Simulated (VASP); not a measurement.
Input of a VASP 6.6.1 run:

The input POSCAR:

```
LiF
1.0
    0.0000000000      1.9549743028      2.0236966024
    1.9549743028      0.0000000000      2.0236966024
    1.9549743028      1.9549743028      0.0000000000
Li F
1 1
Direct
    0.0000000000      0.0000000000      0.0000000000
    0.5000000000      0.5000000000      0.5000000000
```

INCAR.step1

```
SYSTEM = LiF
PREC = Accurate
ENCUT = 520
ISMEAR = 0
SIGMA = 0.01
LREAL = .FALSE.
LASPH = .TRUE.
NELM = 80
NBANDS = 12
GGA = PE
ALGO = Normal
EDIFF = 1E-4
LWAVE = .TRUE.
LCHARG = .FALSE.
```

Contents of INCAR.step2:

```
SYSTEM = LiF
PREC = Accurate
ENCUT = 520
EDIFF = 1E-6
ISMEAR = 0
SIGMA = 0.01
LREAL = .FALSE.
LASPH = .TRUE.
NELM = 80
ALGO = Normal
ISIF = 2
LWAVE = .FALSE.
LCHARG = .FALSE.
METAGGA = R2SCAN
LMIXTAU = .TRUE.
NBANDS = 12
ISTART = 1
```

KPOINTS

```
Automatic mesh
0
G
  10 10 10
  0 0 0
```

Potentials or basis: VASP PAW PBE potentials, release 64 (Li_sv, F).

Run with:

```bash
$ cat potpaw_PBE.64/Li_sv/POTCAR potpaw_PBE.64/F/POTCAR > POTCAR
$ cp INCAR.step1 INCAR
$ mpirun -np 1 vasp_std > vasp.out
$ cp INCAR.step2 INCAR
$ mpirun -np 1 vasp_std > vasp.out
```

**Question.** What does it give for the band gap on the k mesh?

**Answer.** 10.76 eV, direct.

Caveat: the cell differs from its parent crystal (epitaxial xy strain -2.0%). A k mesh can miss the band edges.
